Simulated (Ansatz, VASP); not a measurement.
**One calculation of MgPb2Se3, two programs**

```
Mg Pb Se
1.0
     4.16663    0.00000    0.00000
    -2.08332    3.60841    0.00000
     0.00000    0.00000   10.40365
Mg Pb Se
1 2 3
Direct
  0.00000 0.00000 0.00000
  0.33333 0.66667 0.67754
  0.66667 0.33333 0.32246
  0.33333 0.66667 0.13908
  0.66667 0.33333 0.86092
  0.00000 0.00000 0.50000
```

Alike in both runs: task single point; functional r2SCAN; dispersion rVV10; k mesh 12 × 12 × 4; occupations fermi-dirac, width 0.03 eV; no spin polarisation.

```csv
,VASP,Ansatz
version,VASP 6.6.1,Ansatz 0.2.0
potentials or method,"VASP PAW PBE potentials, release 64 (Mg, Pb_d, Se)","plane waves, PAW"
plane-wave cutoff (eV),520,500
valence electrons in the cell,48,86
```

Ansatz gave:

| Item | Value |
| --- | --- |
| pressure (GPa) | 0.0 |
| rms of the force components (eV/Å) | 0.002 |

Task: What did VASP give for the same quantities?

Result: Pressure (GPa): 0.1; rms of the force components (eV/Å): 0.011.

VASP's potentials were made for PBE, not for r2SCAN. Atom by atom the forces differ by 0.010 eV/Å (rms over components). VASP's potentials hold 48 valence electrons a cell and Ansatz's 86, so a difference there can come from the potentials and not from the codes.

Spin-orbit coupling is off throughout.
